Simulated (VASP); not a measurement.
# V (Im-3m) in VASP: a series of runs

The runs below take V through single point, with r2SCAN.

Everything below comes from runs of VASP 6.6.1. Logs are shortened: lines on timing, memory, paths and dates and some standing lists are left out, and cuts for length are marked.

## 1. The cell of the first run

It takes space group Im-3m (No. 229, cubic). The conventional cell has a = 2.984 Å, b = 2.984 Å, c = 2.984 Å, α = 90.00°, β = 90.00°, γ = 90.00°. Within 3.4 Å of V (site symmetry m-3m) lie 14 V at 2.58 to 2.98 Å.

## 2. Single point, r2SCAN

The input, POSCAR:

```
V
1.0
   -1.4917693513      1.4917693513      1.4917693513
    1.4917693513     -1.4917693513      1.4917693513
    1.4917693513      1.4917693513     -1.4917693513
V
1
Direct
    0.0000000000      0.0000000000      0.0000000000
```

The input, INCAR.step1:

```
ALGO = Normal
EDIFF = 1E-4
ENCUT = 520
GGA = PE
ISMEAR = -1
LASPH = True
LCHARG = False
LREAL = False
LWAVE = True
NBANDS = 12
NELM = 80
PREC = Accurate
SIGMA = 0.1
```

The input, INCAR.step2:

```
ALGO = Normal
EDIFF = 1E-6
ENCUT = 520
ISIF = 2
ISMEAR = -1
ISTART = 1
LASPH = True
LCHARG = False
LMIXTAU = True
LREAL = False
LWAVE = False
METAGGA = R2SCAN
NBANDS = 12
NELM = 80
PREC = Accurate
SIGMA = 0.1
```

The input, KPOINTS:

```
k-points
0
Gamma
  12 12 12
```

Potentials or basis: VASP PAW PBE potentials, release 64 (V_sv).

Started as:

```sh
> cat potpaw_PBE.64/V_sv/POTCAR > POTCAR
> cp INCAR.step1 INCAR
> mpirun -np 1 vasp_std > vasp.out
> cp INCAR.step2 INCAR
> mpirun -np 1 vasp_std > vasp.out
```

OUTCAR:

```text
EDIFF = 1E-6
   ENCUT = 520
   ISIF = 2
   ISMEAR = -1
   ISTART = 1
   LASPH = True
   LREAL = False
   METAGGA = R2SCAN
   NELM = 80
   PREC = Accurate

 ion  position               nearest neighbor table
   1  0.000  0.000  0.000-

  LATTYP: Found a body centered cubic cell.
 ALAT       =     2.9835387026

  Lattice vectors:

 A1 = (  -1.4917693513,   1.4917693513,   1.4917693513)
 A2 = (   1.4917693513,  -1.4917693513,   1.4917693513)
 A3 = (   1.4917693513,   1.4917693513,  -1.4917693513)

Analysis of symmetry for initial positions (statically):
=====================================================================
 Subroutine PRICEL returns:
 Original cell was already a primitive cell.

 Routine SETGRP: Setting up the symmetry group for a
 body centered cubic supercell.

 Subroutine GETGRP returns: Found 48 space group operations
 (whereof 48 operations were pure point group operations)
 out of a pool of 48 trial point group operations.

The static configuration has the point symmetry O_h .

Analysis of symmetry for dynamics (positions and initial velocities):
=====================================================================
 Subroutine PRICEL returns:
 Original cell was already a primitive cell.

 Routine SETGRP: Setting up the symmetry group for a
 body centered cubic supercell.

 Subroutine GETGRP returns: Found 48 space group operations
 (whereof 48 operations were pure point group operations)
 out of a pool of 48 trial point group operations.

The dynamic configuration has the point symmetry O_h .

 Subroutine INISYM returns: Found 48 space group operations
 (whereof 48 operations are pure point group operations),
 and found     1 'primitive' translations

----------------------------------------------------------------------------------------

                                     Primitive cell

  volume of cell :      13.2790

  direct lattice vectors                    reciprocal lattice vectors
    -1.491769351  1.491769351  1.491769351     0.000000000  0.335172458  0.335172458
     1.491769351 -1.491769351  1.491769351     0.335172458  0.000000000  0.335172458
     1.491769351  1.491769351 -1.491769351     0.335172458  0.335172458  0.000000000

  length of vectors
     2.583820310  2.583820310  2.583820310     0.474005436  0.474005436  0.474005436

  position of ions in fractional coordinates (direct lattice)
     0.000000000  0.000000000  0.000000000

  ion indices of the primitive-cell ions
   primitive index   ion index
                 1           1

----------------------------------------------------------------------------------------

 KPOINTS: k-points

Automatic generation of k-mesh.
 Grid dimensions read from file:
 generate k-points for:   12   12   12

 Generating k-lattice:

  Cartesian coordinates                     Fractional coordinates (reciprocal lattice)
     0.000000000  0.027931038  0.027931038     0.083333333  0.000000000  0.000000000
     0.027931038  0.000000000  0.027931038     0.000000000  0.083333333  0.000000000
     0.027931038  0.027931038  0.000000000     0.000000000  0.000000000  0.083333333

  Length of vectors
     0.039500453  0.039500453  0.039500453

  Shift w.r.t. Gamma in fractional coordinates (k-lattice)
     0.000000000  0.000000000  0.000000000

 Subroutine IBZKPT returns following result:
 ===========================================

 Found     72 irreducible k-points:

 Following reciprocal coordinates:
            Coordinates               Weight
  0.000000  0.000000  0.000000      1.000000
  0.083333  0.000000  0.000000     12.000000
  0.166667  0.000000  0.000000     12.000000
  0.250000  0.000000  0.000000     12.000000
  0.333333  0.000000  0.000000     12.000000
  0.416667  0.000000  0.000000     12.000000
[... 16 lines left out ...]
  0.333333  0.083333  0.083333     24.000000
  0.416667  0.083333  0.083333     12.000000
 [... further k-points ...]
   k-points           NKPTS =     72   k-points in BZ     NKDIM =     72   number of bands    NBANDS=     12
   number of dos      NEDOS =    301   number of ions     NIONS =      1
   total plane-waves  NPLWV =   8000
   dimension x,y,z NGX =    20 NGY =   20 NGZ =   20
   dimension x,y,z NGXF=    40 NGYF=   40 NGZF=   40
   ions per type =               1
   NGX,Y,Z   is equivalent  to a cutoff of  12.87, 12.87, 12.87 a.u.
   NGXF,Y,Z  is equivalent  to a cutoff of  25.74, 25.74, 25.74 a.u.
 SYSTEM =  unknown system
   PREC   = accura    normal or accurate (medium, high low for compatibility)
   ISTART =      1    job   : 0-new  1-cont  2-samecut
   ICHARG =      0    charge: 1-file 2-atom 10-const
   ISPIN  =      1    spin polarized calculation?
   LNONCOLLINEAR =      F non collinear calculations
   LSORBIT =      F    spin-orbit coupling
   LASPH  =      T    aspherical Exc in radial PAW
   ENCUT  =  520.0 eV  38.22 Ry    6.18 a.u.   4.80  4.80  4.80*2*pi/ulx,y,z
   NELM   =     80;   NELMIN=  2; NELMDL=  0     # of ELM steps
   EDIFF  = 0.1E-05   stopping-criterion for ELM
   LREAL  =      F    real-space projection
   EDIFFG = 0.1E-04   stopping-criterion for IOM
   NSW    =      0    number of steps for IOM
   IBRION =     -1    ionic relax: 0-MD 1-quasi-New 2-CG
   NFREE  =      0    steps in history (QN), initial steepest desc. (CG)
   ISIF   =      2    stress and relaxation
   ISYM   =      2    0-nonsym 1-usesym 2-fastsym
   POTIM  = 0.5000    time-step for ionic-motion
   TEBEG  =    0.0;   TEEND  =   0.0 temperature during run
   PSTRESS=    0.0 pullay stress
   NELECT =      13.0000    total number of electrons
   NUPDOWN=      -1.0000    fix difference up-down
   EMIN   =  10.00;   EMAX   =-10.00  energy-range for DOS
   EFERMI =   0.00;   METHOD = LEGACY
   ISMEAR =    -1;   SIGMA  =   0.10  broadening in eV -4-tet -1-fermi 0-gaus
   EFERMI_NEDOS =   21; number of points for ismear=-14 and -15
   IALGO  =     38    algorithm
   IMIX   =      4    mixing-type and parameters
     AMIX     =   0.40;   BMIX     =  1.00
     AMIX_MAG =   1.60;   BMIX_MAG =  1.00
  volume/ion in A,a.u.               =      13.28        89.61
  Fermi-wavevector in a.u.,A,eV,Ry     =   1.625552  3.071848 35.952309  2.642420
  Thomas-Fermi vector in A             =   2.718657
   LORBIT       =      0    0 simple, 1 ext, 2 COOP (PROOUT), +10 PAW based schemes
   METAGGA = R2SCAN    functional components
   LHFCALC =     F    Hartree Fock is set to
   AEXX    =    0.0000 exact exchange contribution
   IVDW    =     0    specifies the selected vdW correction
   LEPSILON=     F    determine dielectric tensor
   LRPA    =     F    only Hartree local field effects (RPA)
 non-spin polarized calculation
  energy-cutoff  :      520.00
  volume of cell :       13.28
 maximum number of plane-waves:       370
   NGX =  9   NGY =  9   NGZ =  9

 number of electron      12.9999992 magnetization

 Free energy of the ion-electron system (eV)
  ---------------------------------------------------
  ext. energy  EPLUGINS =         0.00000000
  ---------------------------------------------------
  free energy    TOTEN  =       -14.15235575 eV

  energy without entropy =      -14.09424931  energy(sigma->0) =      -14.12330253

 E-fermi :   9.8581     XC(G=0): -14.1520

 val. band max:        9.8482123423   @ k =  -0.4167   0.5000   0.1667
 cond. band min:       9.8653183445   @ k =  -0.1667   0.2500   0.0833
 fundamental gap:      0.0171060022
 Fermi energy:         9.8581288444

 k-point     1 :       0.0000    0.0000    0.0000
  band No.  band energies     occupation
      1     -56.4488      2.00000
      2     -28.5758      2.00000
      3     -28.5758      2.00000
      4     -28.5758      2.00000
      5       2.7508      2.00000
      6      10.3345      0.01692
      7      10.3346      0.01691
      8      10.3346      0.01691
      9      12.5567      0.00000
     10      12.5567      0.00000
     11      31.1957      0.00000
     12      31.1958      0.00000

 k-point     2 :       0.0833    0.0000    0.0000
  band No.  band energies     occupation
      1     -56.4343      2.00000
      2     -28.6446      2.00000
      3     -28.5964      2.00000
      4     -28.5763      2.00000
      5       3.0470      2.00000
      6      10.2067      0.05943
      7      10.3004      0.02372
      8      10.5437      0.00210
      9      12.4143      0.00000
     10      12.5645      0.00000
     11      30.6784      0.00000
     12      31.1363      0.00000

 k-point     3 :       0.1667    0.0000    0.0000
  band No.  band energies     occupation
      1     -56.3946      2.00000
      2     -28.8300      2.00000
      3     -28.6525      2.00000
      4     -28.5778      2.00000
      5       3.8781      2.00000
      6       9.8718      0.93189
      7      10.1253      0.12930
      8      11.1414      0.00001
      9      12.1905      0.00000
     10      12.5980      0.00000
     11      29.1368      0.00000
     12      30.5668      0.00000
[... 286 lines left out ...]
 k-point    23 :       0.3333    0.0833    0.0833
  band No.  band energies     occupation
      1     -56.2384      2.00000
      2     -29.4470      2.00000
      3     -28.8937      2.00000
      4     -28.6451      2.00000
      5       6.9178      2.00000
      6       8.6482      1.99999
      7      10.0064      0.37006
      8      12.5882      0.00000
      9      12.9182      0.00000
     10      15.0206      0.00000
     11      21.6691      0.00000
     12      25.8805      0.00000

 k-point    24 :       0.4167    0.0833    0.0833
  band No.  band energies     occupation
      1     -56.2252      2.00000
      2     -29.4900      2.00000
      3     -28.9243      2.00000
      4     -28.6471      2.00000
      5       6.9334      2.00000
      6       8.5663      2.00000
      7      10.4866      0.00372
      8      12.6387      0.00000
      9      12.9620      0.00000
     10      15.5641      0.00000
     11      20.5486      0.00000
     12      25.5812      0.00000

 [... further k-points ...]
[... 5 lines left out ...]
  --------------------------------------------------------------------------------------
  -------------------------------------------------------------------------------------
  Total        0.0696938      0.0696938      0.0696938      0.0000000      0.0000000     -0.0000000
  in kB        8.4089052      8.4089052      8.4089052      0.0000000      0.0000000     -0.0000000
  external PRESSURE =       8.4089052 kB  Pullay stress =       0.0000000 kB

 VOLUME and BASIS-vectors are now :
 -----------------------------------------------------------------------------
  energy-cutoff  :      520.00
  volume of cell :       13.28
      direct lattice vectors                 reciprocal lattice vectors
    -1.491769351  1.491769351  1.491769351     0.000000000  0.335172458  0.335172458
     1.491769351 -1.491769351  1.491769351     0.335172458  0.000000000  0.335172458
     1.491769351  1.491769351 -1.491769351     0.335172458  0.335172458  0.000000000

 POSITION                                       TOTAL-FORCE (eV/Angst)
 -----------------------------------------------------------------------------------
      0.00000      0.00000      0.00000        -0.000000      0.000000     -0.000000
 -----------------------------------------------------------------------------------
    total drift:                                0.000000     -0.000000      0.000000

  FREE ENERGIE OF THE ION-ELECTRON SYSTEM (eV)
  ---------------------------------------------------
  free  energy   TOTEN  =       -14.1523557546 eV

  energy  without entropy=      -14.0942493071  energy(sigma->0) =      -14.12330253
```

Run time: 27 s. Hardware: 1 thread of Intel Xeon Platinum 8375C at 2.90GHz (Ice Lake), shared host; peak memory 0.13 GiB.

Results:

* Free energy: -14.1524 eV
* Pressure: 0.8 GPa

Levels at points of the mesh, in eV from the Fermi level:
```
           k point  band 2  band 3  band 4  band 5  band 6  band 7  band 8  band 9  band 10  band 11
(0.00, 0.00, 0.00)  -38.43  -38.43  -38.43   -7.11    0.48    0.48    0.48    2.70     2.70    21.34
(0.50, 0.00, 0.00)  -39.42  -38.74  -38.44   -3.40   -1.19    1.55    2.67    3.09     4.36    10.78
(0.50, 0.50, 0.50)  -39.10  -39.10  -39.10   -3.19   -3.19    3.95    3.95    3.95    10.76    10.76
```

Caveat: the PAW data sets were made with another functional, which shifts forces and pressure a little.

## 3. Single point, r2SCAN

POSCAR is that of step 2.

The input, INCAR.step1:

```
PREC     = Accurate       # precision mode
ENCUT    = 520            # plane-wave cutoff, eV
ISMEAR   = -1             # smearing method
SIGMA    = 0.1            # smearing width, eV
LREAL    = F              # projectors in reciprocal space
LASPH    = T              # aspherical terms in the spheres
NELM     = 100            # most SCF steps
NBANDS   = 12             # bands
GGA      = PE             # functional
ALGO     = Normal         # electronic algorithm
EDIFF    = 1E-4           # SCF threshold, eV
LWAVE    = T              # write WAVECAR
LCHARG   = F              # write CHGCAR
```

The input, INCAR.step2:

```
PREC     = Accurate       # precision mode
ENCUT    = 520            # plane-wave cutoff, eV
EDIFF    = 1E-6           # SCF threshold, eV
ISMEAR   = -1             # smearing method
SIGMA    = 0.1            # smearing width, eV
LREAL    = F              # projectors in reciprocal space
LASPH    = T              # aspherical terms in the spheres
NELM     = 100            # most SCF steps
ALGO     = Normal         # electronic algorithm
ISIF     = 2              # what is computed and relaxed
LWAVE    = F              # write WAVECAR
LCHARG   = F              # write CHGCAR
METAGGA  = R2SCAN         # meta-GGA
LMIXTAU  = T            
NBANDS   = 12             # bands
ISTART   = 1
```

The input, KPOINTS:

```
regular mesh
0
Gamma
  15 15 15
```

Potentials or basis: VASP PAW PBE potentials, release 64 (V_sv).

Started as:

```sh
> cat potpaw_PBE.64/V_sv/POTCAR > POTCAR
> cp INCAR.step1 INCAR
> mpirun -np 1 vasp_std > vasp.out
> cp INCAR.step2 INCAR
> mpirun -np 1 vasp_std > vasp.out
```

Run time: 42 s. Hardware: 1 thread of Intel Xeon Platinum 8375C at 2.90GHz (Ice Lake), shared host; peak memory 0.14 GiB.

It converged, with:

```yaml
Free_energy: -14.1561 eV
Pressure: 0.7 GPa
```

Levels at points of the mesh, in eV from the Fermi level:
```csv
k point,band 3,band 4,band 5,band 6,band 7,band 8,band 9,band 10
"(0.00, 0.00, 0.00)",-38.45,-38.45,-7.12,0.47,0.47,0.47,2.69,2.69
```

Caveat: the PAW data sets were made with another functional, which shifts forces and pressure a little.
